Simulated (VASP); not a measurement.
Input of a VASP 6.6.1 run:

INCAR

```
PREC = Accurate
ENCUT = 520
EDIFF = 1E-7
ISMEAR = 0
SIGMA = 0.1
LREAL = False
LASPH = True
NELM = 100
ALGO = Normal
ISIF = 2
LWAVE = False
LCHARG = False
GGA = PE
NBANDS = 15
```

The input KPOINTS:

```
Automatic mesh
0
Gamma
  6 6 6
```

Contents of POSCAR:

```
BeSn
1.0
    0.0000000000      2.6334151946      2.6334151946
    2.6334151946      0.0000000000      2.6334151946
    2.6334151946      2.6334151946      0.0000000000
Be Sn
1 1
Direct
    0.0000000000      0.0000000000      0.0000000000
    0.5000000000      0.5000000000      0.5000000000
```

Potentials or basis: VASP PAW PBE potentials, release 64 (Be, Sn_d).

Run with:

```sh
$ cat potpaw_PBE.64/Be/POTCAR potpaw_PBE.64/Sn_d/POTCAR > POTCAR
$ mpirun -np 1 vasp_std > vasp.out
```

Predict the pressure.

-0.4 GPa.

Estimate the band gap on the k mesh.

zero (band 8 reaches 10.47 eV, above the bottom of band 9 at 4.74 eV).

Caveat: spin-orbit coupling is left out, which moves the levels of the heavy elements.
